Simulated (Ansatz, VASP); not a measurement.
**SiC in VASP and in Ansatz**

INCAR

```
ALGO = Normal
EDIFF = 1E-6
ENCUT = 520
GGA = PS
ISIF = 2
ISMEAR = -1
LASPH = True
LCHARG = False
LREAL = False
LWAVE = False
NBANDS = 16
NELM = 100
PREC = Accurate
SIGMA = 0.08
```

Contents of KPOINTS:

```
k-points
0
Gamma
  15 15 8
```

File POSCAR:

```
SiC
1.0
    3.0657105101      0.0000000000      0.0000000000
   -1.5328552551      2.6549831825      0.0000000000
    0.0000000000      0.0000000000      5.0311169308
Si C
2 2
Direct
    0.3333333333      0.6666666667      0.0000000000
    0.6666666667      0.3333333333      0.5000000000
    0.3333333333      0.6666666667      0.3850000000
    0.6666666667      0.3333333333      0.8850000000
```

Input for Ansatz:

```yaml
crystal:
  lattice:
    - [3.0657105101, 0.0, 0.0]
    - [-1.5328552551, 2.6549831825, 0.0]
    - [0.0, 0.0, 5.0311169308]
  atoms:
    - { symbol: Si, position: [0.3333333333, 0.6666666667, 0.0] }
    - { symbol: Si, position: [0.6666666667, 0.3333333333, 0.5] }
    - { symbol: C, position: [0.3333333333, 0.6666666667, 0.385] }
    - { symbol: C, position: [0.6666666667, 0.3333333333, 0.885] }
kpoints:
  mp_grid: { grid: [15, 15, 8] }
  band_path:
    path:
      - [0.0, 0.0, 0.0]
      - [0.5, 0.0, 0.0]
      - [0.3333333333, 0.3333333333, 0.0]
      - [0.0, 0.0, 0.0]
      - [0.0, 0.0, 0.5]
      - [0.5, 0.0, 0.5]
      - [0.3333333333, 0.3333333333, 0.5]
      - [0.0, 0.0, 0.5]
      - [0.5, 0.0, 0.5]
    npoints: 5
scf:
  occupations: { method: fermi_dirac, width: 0.08 }
hamiltonian:
  xc: pbesol
  pseudopotentials: { kind: all_electron, lapw: { basis_error: 0.001 } }
output:
  forces: true
  stress: true
  eigenvalues: true
```

Change from the starting cell: volume scaled by 0.99.

Alike in both runs: task single point; functional PBEsol; k mesh 15 × 15 × 8; occupations fermi-dirac, width 0.08 eV; no spin polarisation.

|  | VASP | Ansatz |
| --- | --- | --- |
| version | VASP 6.6.1 | Ansatz 0.2.0 |
| potentials or method | VASP PAW PBE potentials, release 64 (Si, C), cutoff 520 eV | all-electron LAPW, scalar-relativistic |

Ansatz gave:

- pressure (GPa): 2.5
- traceless stress, the component that is largest in VASP (GPa): -3.50
- rms of the force components (eV/Å): 0.440

Task: What did VASP give for the same quantities?

Result: Pressure (GPa): 2.9; traceless stress, the component that is largest in VASP (GPa): -3.58; rms of the force components (eV/Å): 0.443.

VASP's potentials were made for PBE, not for PBEsol. Atom by atom the forces differ by 0.003 eV/Å (rms over components). Ansatz ran all-electron here, and VASP with PAW potentials.
